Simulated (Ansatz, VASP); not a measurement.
## Au: VASP beside Ansatz

```xyz
2
Lattice="1.4113 -2.5559 0.0000 1.4113 2.5559 0.0000 0.0000 0.0000 4.8932" Properties=species:S:1:pos:R:3 pbc="T T T"
Au    1.4113   -0.8451    1.2233
Au    1.4113    0.8451    3.6699
```

Alike in both runs: task single point; functional r2SCAN; k mesh 16 × 16 × 8; occupations gaussian, width 0.1 eV; no spin polarisation.

|  | VASP | Ansatz |
| --- | --- | --- |
| version | VASP 6.6.1 | Ansatz 0.2.0 |
| potentials or method | VASP PAW PBE potentials, release 64 (Au), cutoff 520 eV | scalar-relativistic, plane waves, PAW |
| valence electrons in the cell | 22 | 38 |

```csv
,VASP,Ansatz,Ansatz less VASP
gap on the k mesh at the Fermi level (eV),none,none,-
pressure (GPa),-0.1,-0.4,-0.25
"traceless stress, the component that is largest in VASP (GPa)",0.93,0.87,-0.066
rms of the force components (eV/Å),0.007,0.007,-0.0004
```

VASP's potentials were made for PBE, not for r2SCAN. Atom by atom the forces differ by 0.000 eV/Å (rms over components). A gap of «none» marks a metal or a gap that the smearing closes. The functional is the same, so the differences come from potentials, cutoffs and numerics. VASP's potentials hold 22 valence electrons a cell and Ansatz's 38, so a difference there can come from the potentials and not from the codes.

Spin-orbit coupling is off throughout.
